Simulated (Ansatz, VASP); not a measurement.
Ga, level by level in two programs

```
Ga
1.0
    -1.38440    1.38440    2.31122
     1.38440   -1.38440    2.31122
     1.38440    1.38440   -2.31122
Ga
1
Direct
  0.00000 0.00000 0.00000
```

Single points on this cell with VASP 6.6.1 and Ansatz 0.2.0. Each row is one pair of runs. Alike in all rows: spin: off; k mesh: 13 × 13 × 13; VASP's potentials, cutoff: VASP PAW PBE potentials, release 64 (Ga_d), 520 eV; Ansatz's potentials, cutoff: Ansatz PAW, 420 eV.

```csv
level,smearing,"gap on the k mesh at the Fermi level (eV), VASP","gap on the k mesh at the Fermi level (eV), Ansatz","pressure (GPa), VASP","pressure (GPa), Ansatz"
PBEsol,"gaussian, width 0.05 eV",none,none,-0.3,-0.3
PBE,"gaussian, width 0.017 eV",?,none,?,3.5
PBE,"gaussian, width 0.021 eV",none,none,3.4,3.5
PBE,"gaussian, width 0.022 eV",none,none,3.6,3.5
PBE,"gaussian, width 0.023 eV",none,none,3.6,3.5
PBE,"gaussian, width 0.024 eV",none,none,3.6,3.5
PBE,"gaussian, width 0.025 eV",none,none,3.6,3.5
PBE,"gaussian, width 0.026 eV",none,none,3.4,3.5
```

Fill in what VASP gave in row 2.

gap on the k mesh at the Fermi level (eV): none; pressure (GPa): 3.6.

A gap of «none» marks a metal or a gap that the smearing closes.
